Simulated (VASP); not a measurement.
# Dy3Be2Se (P6/mmm) in VASP: relaxation of cell and atoms with PBE

Aim: the relaxation of cell and atoms of Dy3Be2Se with PBE.

Everything below comes from runs of VASP 6.6.1. Logs are shortened: lines on timing, memory, paths and dates and some standing lists are left out, and cuts for length are marked.

### Step 1. The cell of the first run

The structure is hexagonal, space group P6/mmm (No. 191). The conventional cell has a = 5.055 Å, b = 5.055 Å, c = 5.655 Å, α = 90.00°, β = 90.00°, γ = 120.00°. Dy (site symmetry -6m2) has 2 Be at 2.83 Å and 3 Dy at 2.92 Å and 3 Se at 2.92 Å within 3.7 Å. Dy (site symmetry 6/mmm) has 2 Se at 2.83 Å and 6 Be at 2.92 Å within 3.7 Å. Be (site symmetry -6m2) has 5 Dy at 2.83 to 2.92 Å and 3 Be at 2.92 Å within 3.7 Å. Se (site symmetry 6/mmm) has 8 Dy at 2.83 to 2.92 Å within 3.7 Å.

The cell was built from a structure type or drawn by symmetry, and may not be a known phase.

### Step 2. Relaxation of cell and atoms, PBE

File INCAR:

```
SYSTEM = Dy3Be2Se
ALGO     = Normal         ! electronic algorithm
EDIFF    = 1E-7           ! SCF threshold, eV
EDIFFG   = -0.01          ! ionic threshold
ENCUT    = 600            ! plane-wave cutoff, eV
GGA      = PE             ! functional
GGA_COMPAT= .FALSE.      
IBRION   = 2              ! ionic algorithm
ISIF     = 3              ! what is computed and relaxed
ISMEAR   = 0              ! smearing method
LASPH    = .TRUE.         ! aspherical terms in the spheres
LCHARG   = .FALSE.        ! write CHGCAR
LMAXMIX  = 6              ! l up to which the mixer works
LREAL    = .FALSE.        ! projectors in reciprocal space
LWAVE    = .FALSE.        ! write WAVECAR
NELM     = 200            ! most SCF steps
NELMIN   = 4            
NSW      = 100            ! ionic steps
PREC     = Accurate       ! precision mode
SIGMA    = 0.1            ! smearing width, eV
```

File KPOINTS:

```
k-points
0
G
  12 12 8
  0 0 0
```

File POSCAR:

```
Dy3Be2Se
1.0
    5.0551328692      0.0000000000      0.0000000000
   -2.5275664346      4.3778734842      0.0000000000
    0.0000000000      0.0000000000      5.6554065682
Dy Be Se
3 2 1
Direct
    0.3333333333      0.6666666667      0.5000000000
    0.6666666667      0.3333333333      0.5000000000
    0.0000000000      0.0000000000      0.0000000000
    0.3333333333      0.6666666667      0.0000000000
    0.6666666667      0.3333333333      0.0000000000
    0.0000000000      0.0000000000      0.5000000000
```

Potentials or basis: VASP PAW PBE potentials, release 64 (Dy_3, Be, Se), 4f in core.

Command:

```sh
$ cat potpaw_PBE.64/Dy_3/POTCAR potpaw_PBE.64/Be/POTCAR potpaw_PBE.64/Se/POTCAR > POTCAR
$ mpirun -np 1 vasp_std > vasp.out
```

OUTCAR:

```text
SYSTEM = Dy3Be2Se
   EDIFF = 1E-7
   EDIFFG = -0.01
   ENCUT = 600
   GGA = PE
   IBRION = 2
   ISIF = 3
   ISMEAR = 0
   LASPH = .TRUE.
   LREAL = .FALSE.
   NELM = 200
   NELMIN = 4
   NSW = 100
   PREC = Accurate

 ion  position               nearest neighbor table
   1  0.333  0.667  0.500-   4 2.83   4 2.83   2 2.92   6 2.92   2 2.92   6 2.92   6 2.92   2 2.92

   2  0.667  0.333  0.500-   5 2.83   5 2.83   1 2.92   1 2.92   6 2.92   6 2.92   6 2.92   1 2.92

   3  0.000  0.000  0.000-   6 2.83   6 2.83   4 2.92   5 2.92   4 2.92   5 2.92   5 2.92   4 2.92

   4  0.333  0.667  0.000-   1 2.83   1 2.83   3 2.92   3 2.92   3 2.92
   5  0.667  0.333  0.000-   2 2.83   2 2.83   3 2.92   3 2.92   3 2.92
   6  0.000  0.000  0.500-   3 2.83   3 2.83   1 2.92   2 2.92   1 2.92   2 2.92   2 2.92   1 2.92

  LATTYP: Found a hexagonal cell.
 ALAT       =     5.0551328692
 C/A-ratio  =     1.1187453850

  Lattice vectors:

 A1 = (   5.0551328692,   0.0000000000,   0.0000000000)
 A2 = (  -2.5275664346,   4.3778734842,   0.0000000000)
 A3 = (   0.0000000000,   0.0000000000,   5.6554065682)

Analysis of symmetry for initial positions (statically):
=====================================================================
 Subroutine PRICEL returns:
 Original cell was already a primitive cell.

 Routine SETGRP: Setting up the symmetry group for a
 hexagonal supercell.

 Subroutine GETGRP returns: Found 24 space group operations
 (whereof 24 operations were pure point group operations)
 out of a pool of 24 trial point group operations.

The static configuration has the point symmetry D_6h.

Analysis of symmetry for dynamics (positions and initial velocities):
=====================================================================
 Subroutine PRICEL returns:
 Original cell was already a primitive cell.

 Routine SETGRP: Setting up the symmetry group for a
 hexagonal supercell.

 Subroutine GETGRP returns: Found 24 space group operations
 (whereof 24 operations were pure point group operations)
 out of a pool of 24 trial point group operations.

The dynamic configuration has the point symmetry D_6h.

 Subroutine INISYM returns: Found 24 space group operations
 (whereof 24 operations are pure point group operations),
 and found     1 'primitive' translations

----------------------------------------------------------------------------------------

                                     Primitive cell

  volume of cell :     125.1583

  direct lattice vectors                    reciprocal lattice vectors
     5.055132869  0.000000000  0.000000000     0.197818737  0.114210701  0.000000000
    -2.527566435  4.377873484  0.000000000     0.000000000  0.228421402  0.000000000
     0.000000000  0.000000000  5.655406568     0.000000000  0.000000000  0.176821947

  length of vectors
     5.055132869  5.055132869  5.655406568     0.228421402  0.228421402  0.176821947

  position of ions in fractional coordinates (direct lattice)
     0.333333333  0.666666667  0.500000000
     0.666666667  0.333333333  0.500000000
     0.000000000  0.000000000  0.000000000
     0.333333333  0.666666667  0.000000000
     0.666666667  0.333333333  0.000000000
     0.000000000  0.000000000  0.500000000

  ion indices of the primitive-cell ions
   primitive index   ion index
                 1           1
                 2           2
                 3           3
                 4           4
                 5           5
                 6           6

----------------------------------------------------------------------------------------

 KPOINTS: k-points

Automatic generation of k-mesh.
 Grid dimensions read from file:
 generate k-points for:   12   12    8

 Generating k-lattice:

  Cartesian coordinates                     Fractional coordinates (reciprocal lattice)
     0.016484895  0.009517558  0.000000000     0.083333333  0.000000000  0.000000000
     0.000000000  0.019035117  0.000000000     0.000000000  0.083333333  0.000000000
     0.000000000  0.000000000  0.022102743     0.000000000  0.000000000  0.125000000

  Length of vectors
     0.019035117  0.019035117  0.022102743

  Shift w.r.t. Gamma in fractional coordinates (k-lattice)
     0.000000000  0.000000000  0.000000000

 Subroutine IBZKPT returns following result:
 ===========================================

 Found     95 irreducible k-points:

 Following reciprocal coordinates:
            Coordinates               Weight
  0.000000  0.000000  0.000000      1.000000
  0.083333  0.000000  0.000000      6.000000
  0.166667  0.000000  0.000000      6.000000
  0.250000  0.000000  0.000000      6.000000
  0.333333  0.000000  0.000000      6.000000
  0.416667  0.000000  0.000000      6.000000
[... 16 lines left out ...]
  0.250000  0.000000  0.125000     12.000000
  0.333333  0.000000  0.125000     12.000000
 [... further k-points ...]
   k-points           NKPTS =     95   k-points in BZ     NKDIM =     95   number of bands    NBANDS=     22
   number of dos      NEDOS =    301   number of ions     NIONS =      6
   total plane-waves  NPLWV =  76800
   dimension x,y,z NGX =    40 NGY =   40 NGZ =   48
   dimension x,y,z NGXF=    80 NGYF=   80 NGZF=   96
   ions per type =               3   2   1
   NGX,Y,Z   is equivalent  to a cutoff of  13.15, 13.15, 14.11 a.u.
   NGXF,Y,Z  is equivalent  to a cutoff of  26.31, 26.31, 28.22 a.u.
 SYSTEM =  Dy3Be2Se
   PREC   = accura    normal or accurate (medium, high low for compatibility)
   ISTART =      0    job   : 0-new  1-cont  2-samecut
   ICHARG =      2    charge: 1-file 2-atom 10-const
   ISPIN  =      1    spin polarized calculation?
   LNONCOLLINEAR =      F non collinear calculations
   LSORBIT =      F    spin-orbit coupling
   LASPH  =      T    aspherical Exc in radial PAW
   ENCUT  =  600.0 eV  44.10 Ry    6.64 a.u.  10.10 10.10 11.30*2*pi/ulx,y,z
   NELM   =    200;   NELMIN=  4; NELMDL= -5     # of ELM steps
   EDIFF  = 0.1E-06   stopping-criterion for ELM
   LREAL  =      F    real-space projection
   EDIFFG = -.1E-01   stopping-criterion for IOM
   NSW    =    100    number of steps for IOM
   IBRION =      2    ionic relax: 0-MD 1-quasi-New 2-CG
   NFREE  =      1    steps in history (QN), initial steepest desc. (CG)
   ISIF   =      3    stress and relaxation
   ISYM   =      2    0-nonsym 1-usesym 2-fastsym
   POTIM  = 0.5000    time-step for ionic-motion
   TEBEG  =    0.0;   TEEND  =   0.0 temperature during run
   PSTRESS=    0.0 pullay stress
   NELECT =      37.0000    total number of electrons
   NUPDOWN=      -1.0000    fix difference up-down
   EMIN   =  10.00;   EMAX   =-10.00  energy-range for DOS
   EFERMI =   0.00;   METHOD = LEGACY
   ISMEAR =     0;   SIGMA  =   0.10  broadening in eV -4-tet -1-fermi 0-gaus
   EFERMI_NEDOS =   21; number of points for ismear=-14 and -15
   IALGO  =     38    algorithm
   IMIX   =      4    mixing-type and parameters
     AMIX     =   0.40;   BMIX     =  1.00
     AMIX_MAG =   1.60;   BMIX_MAG =  1.00
  volume/ion in A,a.u.               =      20.86       140.77
  Fermi-wavevector in a.u.,A,eV,Ry     =   1.090575  2.060888 16.182141  1.189354
  Thomas-Fermi vector in A             =   2.226802
   LORBIT       =      0    0 simple, 1 ext, 2 COOP (PROOUT), +10 PAW based schemes
   GGA     = PE    functional components
   LHFCALC =     F    Hartree Fock is set to
   AEXX    =    0.0000 exact exchange contribution
   IVDW    =     0    specifies the selected vdW correction
   LEPSILON=     F    determine dielectric tensor
   LRPA    =     F    only Hartree local field effects (RPA)
 conjugate gradient relaxation of ions
 non-spin polarized calculation
 Gauss-broadening in eV      SIGMA  =   0.10
  energy-cutoff  :      600.00
  volume of cell :      125.16
 maximum number of plane-waves:      4212
   NGX = 21   NGY = 21   NGZ = 23

--------------------------------------- Ionic step        1  -------------------------------------------

 number of electron      37.0000002 magnetization

 Free energy of the ion-electron system (eV)
  ---------------------------------------------------
  ext. energy  EPLUGINS =         0.00000000
  ---------------------------------------------------
  free energy    TOTEN  =       -25.14542482 eV

  energy without entropy =      -25.13004184  energy(sigma->0) =      -25.13773333

------------------------ aborting loop because EDIFF is reached ----------------------------------------

  FORCE on cell =-STRESS in cart. coord.  units (eV):
  Direction    XX          YY          ZZ          XY          YZ          ZX
  --------------------------------------------------------------------------------------
  -------------------------------------------------------------------------------------
  Total        0.2577090      0.2577090      0.2883612      0.0000000      0.0000000      0.0000000
  in kB        3.2989870      3.2989870      3.6913718      0.0000000      0.0000000      0.0000000
  external PRESSURE =       3.4297819 kB  Pullay stress =       0.0000000 kB
[... 65 lines left out ...]
  energy  without entropy=      -25.1305998825  energy(sigma->0) =      -25.13835402

--------------------------------------- Ionic step        3  -------------------------------------------

 number of electron      37.0000003 magnetization

 Free energy of the ion-electron system (eV)
  ---------------------------------------------------
  ext. energy  EPLUGINS =         0.00000000
  ---------------------------------------------------
  free energy    TOTEN  =       -25.14614056 eV

  energy without entropy =      -25.13065364  energy(sigma->0) =      -25.13839710

 E-fermi :   4.5770     XC(G=0): -10.2197

 val. band max:        4.5713591449   @ k =   0.3333   0.2500   0.3750
 cond. band min:       4.5896607896   @ k =   0.2500   0.2500   0.3750
 fundamental gap:      0.0183016447
 Fermi energy:         4.5770131205

 k-point     1 :       0.0000    0.0000    0.0000
  band No.  band energies     occupation
      1     -19.7911      2.00000
      2     -19.7911      2.00000
      3     -19.1715      2.00000
      4     -19.0494      2.00000
      5     -19.0494      2.00000
      6     -18.9255      2.00000
[... 574 lines left out ...]
      6     -18.8847      2.00000
[... 14 lines left out ...]
     21       5.3656      0.00000
     22       5.8959      0.00000

 [... further k-points ...]
[... 5 lines left out ...]
  --------------------------------------------------------------------------------------
  -------------------------------------------------------------------------------------
  Total        0.0086054      0.0086054     -0.0182759      0.0000000      0.0000000      0.0000000
  in kB        0.1095727      0.1095727     -0.2327079      0.0000000      0.0000000      0.0000000
  external PRESSURE =      -0.0045209 kB  Pullay stress =       0.0000000 kB
[... 21 lines left out ...]
  FREE ENERGIE OF THE ION-ELECTRON SYSTEM (eV)
  ---------------------------------------------------
  free  energy   TOTEN  =       -25.1461405553 eV

  energy  without entropy=      -25.1306536434  energy(sigma->0) =      -25.13839710

 reached required accuracy - stopping structural energy minimisation
```

It took 5.6 min on 1 thread of Intel Xeon 6975P-C (Granite Rapids), shared host; peak memory 0.5 GiB.

What came out:

```
Free energy                           : -25.1461 eV
Relaxed volume                        : 20.97 Å³/atom
Relaxed cell                          : a = 5.064 Å, b = 5.064 Å, c = 5.666 Å, α = 90.00°, β = 90.00°, γ = 120.00°
Space group after relaxing (to 0.1 Å) : P6/mmm (No. 191)
Energy gained by relaxing             : 0.1 meV/atom
Ionic steps                           : 3
Pressure after relaxing               : 0.0 GPa
Band gap on the k mesh                : zero (an odd number of electrons rules out a gap without spin polarisation)
```

The path:
| step | energy change (eV) | largest force (eV/Å) | pressure (GPa) | volume (Å³) |
| --- | --- | --- | --- | --- |
| 1 | 0.0000 | 0.0000 | 0.34 | 125.16 |
| 2 | -0.0007 | 0.0000 | -0.07 | 125.97 |
| 3 | -0.0007 | 0.0000 | 0.00 | 125.83 |

Final structure:
```
Dy Be Se
1.0
     5.06380    0.00000    0.00000
    -2.53190    4.38538    0.00000
     0.00000    0.00000    5.66625
Dy Be Se
3 2 1
Direct
  0.33333 0.66667 0.50000
  0.66667 0.33333 0.50000
  0.00000 0.00000 0.00000
  0.33333 0.66667 0.00000
  0.66667 0.33333 0.00000
  0.00000 0.00000 0.50000
```

Caveat: spin-orbit coupling is left out, which moves the levels of the heavy elements; the 4f electrons are frozen in the core, so they carry no moment and show no levels; the run has no spin polarisation, though such a crystal can be magnetic.
